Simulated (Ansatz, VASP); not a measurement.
# YIr2N2 in VASP and in Ansatz

The input POSCAR:

```
YIr2N2
1.0
    0.0000000000      3.8540120000      0.0000000000
    3.8540120000      0.0000000000      0.0000000000
    1.9270060000      1.9270060000     -4.7422220000
Y N Ir
1 2 2
Direct
    0.0000000000      0.0000000000      0.0000000000
    0.3750000000      0.3750000000      0.2500000000
    0.6250000000      0.6250000000      0.7500000000
    0.7500000000      0.2500000000      0.5000000000
    0.2500000000      0.7500000000      0.5000000000
```

Contents of INCAR.step1:

```
PREC = Accurate
ENCUT = 520
ISMEAR = -1
SIGMA = 0.1
LREAL = F
LASPH = T
NELM = 80
NBANDS = 28
GGA = PE
ALGO = Normal
EDIFF = 1E-4
LWAVE = T
LCHARG = F
```

Contents of INCAR.step2:

```
PREC = Accurate
ENCUT = 520
EDIFF = 1E-6
ISMEAR = -1
SIGMA = 0.1
LREAL = F
LASPH = T
NELM = 80
ALGO = Normal
ISIF = 2
LWAVE = F
LCHARG = T
METAGGA = R2SCAN
LMIXTAU = T
LELF = T
LVHAR = T
NBANDS = 28
ISTART = 1
```

KPOINTS

```
regular mesh
0
Gamma
  9 9 9
```

Input for Ansatz:

```yaml
crystal:
  lattice:
    - [0.0, 3.854012, 0.0]
    - [3.854012, 0.0, 0.0]
    - [1.927006, 1.927006, -4.742222]
  atoms:
    - { symbol: "Y", position: [0.0, 0.0, 0.0] }
    - { symbol: "N", position: [0.375, 0.375, 0.25] }
    - { symbol: "N", position: [0.625, 0.625, 0.75] }
    - { symbol: Ir, position: [0.75, 0.25, 0.5] }
    - { symbol: Ir, position: [0.25, 0.75, 0.5] }
  symmetry: { tolerance: 0.0003 }
kpoints:
  mp_grid: { grid: [9, 9, 9], shift: [0, 0, 0] }
  band_path:
    path:
      - [0.0, 0.0, 0.0]
      - [0.5, 0.5, 0.5]
      - [0.5, 0.5, 0.25]
      - [0.0, 0.5, 0.0]
      - [0.0, 0.0, 0.0]
      - [0.0, 0.0, -0.5]
      - [0.0, 0.41743949, -0.29128026]
      - [0.0, 0.58256051, 0.29128026]
      - [0.0, 0.0, 0.0]
      - [0.5, 0.5, 0.5]
      - [0.41743949, 0.58256051, 0.5]
    npoints: 6
magnetization:
  spin_polarized: false
scf:
  occupations: { method: fermi_dirac }
  lower_state_search: "off"
  max_iter: 200
hamiltonian:
  pseudopotentials: { kind: paw }
  xc: r2scan
basis:
  ecutwfc: 500
  fft_grid_basis: typed
output:
  forces: true
  stress: true
  eigenvalues: true
  bader: true
  populations: true
  elf: true
  write_potential: true
  volumetric_format: npy
  dos:
    e_range: [-12, 8]
    de: 0.05
    projected: { site_lists: { Ir: [Ir], "N": ["N"], "Y": ["Y"] } }
checkpoint:
  read: saved_state
```

Alike in both runs: task single point; functional r2SCAN; k mesh 9 × 9 × 9; no spin polarisation.

|  | VASP | Ansatz |
| --- | --- | --- |
| version | VASP 6.6.1 | Ansatz 0.2.0 |
| potentials or method | VASP PAW PBE potentials, release 64 (Y_sv, N, Ir), cutoff 520 eV | PAW plane waves |
| occupations | fermi-dirac, width 0.1 eV | fermi-dirac |
| valence electrons in the cell | 39 | 55 |

Ansatz gave:

- pressure (GPa): -8.5
- traceless stress, the component that is largest in VASP (GPa): 11.87
- rms of the force components (eV/Å): 0.249

Which values does VASP return?

Pressure (GPa): -7.6; traceless stress, the component that is largest in VASP (GPa): 11.60; rms of the force components (eV/Å): 0.221.

VASP's potentials were made for PBE, not for r2SCAN. Atom by atom the forces differ by 0.029 eV/Å (rms over components). VASP's potentials hold 39 valence electrons a cell and Ansatz's 55, so a difference there can come from the potentials and not from the codes.

Neither program's run includes spin-orbit coupling.
